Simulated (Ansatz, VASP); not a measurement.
# SiO2: VASP beside Ansatz

```
Si O
1.0
     4.26760    0.00000    0.00000
     0.00000    4.26760    0.00000
     0.00000    0.00000    2.93190
Si O
2 4
Direct
  0.50000 0.50000 0.50000
  0.00000 0.00000 0.00000
  0.69301 0.69301 0.00000
  0.19301 0.80699 0.50000
  0.30699 0.30699 0.00000
  0.80699 0.19301 0.50000
```

Alike in both runs: task single point; functional PBE; k mesh 6 × 6 × 8; occupations gaussian, width 0.05 eV; no spin polarisation.

|  | VASP | Ansatz |
| --- | --- | --- |
| version | VASP 6.6.1 | Ansatz 0.2.0 |
| potentials or method | VASP PAW PBE potentials, release 64 (Si, O), cutoff 520 eV | scalar-relativistic, plane waves, PAW |
| valence electrons in the cell | 32 | 32 |

|  | VASP | Ansatz | Ansatz less VASP |
| --- | --- | --- | --- |
| gap on the k mesh at the Fermi level (eV) | 3.06 | 3.08 | +0.022 |
| least direct gap on the mesh (eV) | 3.06 | 3.08 | +0.022 |
| pressure (GPa) | -26.1 | -26.3 | -0.23 |
| traceless stress, the component that is largest in VASP (GPa) | -19.78 | -20.01 | -0.227 |
| rms of the force components (eV/Å) | 0.080 | 0.079 | -0.0013 |

Atom by atom the forces differ by 0.001 eV/Å (rms over components). With one functional, cell and mesh, what is left measures potentials, basis and numerics.
